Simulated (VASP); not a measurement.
A run of VASP 6.6.1:

Contents of INCAR:

```
SYSTEM = C
ALGO = Normal
EDIFF = 1E-6
ENCUT = 520
GGA = PE
ISIF = 2
ISMEAR = -1
LASPH = .True.
LCHARG = .True.
LELF = .True.
LREAL = .False.
LVHAR = .True.
LWAVE = .False.
NBANDS = 11
NELM = 60
PREC = Accurate
SIGMA = 0.1
```

The input KPOINTS:

```
k-points
0
Gamma
  14 14 14
  0 0 0
```

The input POSCAR:

```
C
1.0
    0.0000000000      1.7833900000      1.7833900000
    1.7833900000      0.0000000000      1.7833900000
    1.7833900000      1.7833900000      0.0000000000
C
2
Direct
    0.5000000000      0.5000000000      0.5000000000
    0.7500000000      0.7500000000      0.7500000000
```

Potentials or basis: VASP PAW PBE potentials, release 64 (C).

Run with:

```bash
$ cat potpaw_PBE.64/C/POTCAR > POTCAR
$ mpirun -np 1 vasp_std > vasp.out
```

Hardware: 1 thread of AMD EPYC 7R13 (shared host).

Q: How long does it take, and how much memory?

A: Run time: 27 s on 1 thread of AMD EPYC 7R13, with other jobs on the host, peak memory 0.09 GiB. Counts: scf iterations 11, k points 104.
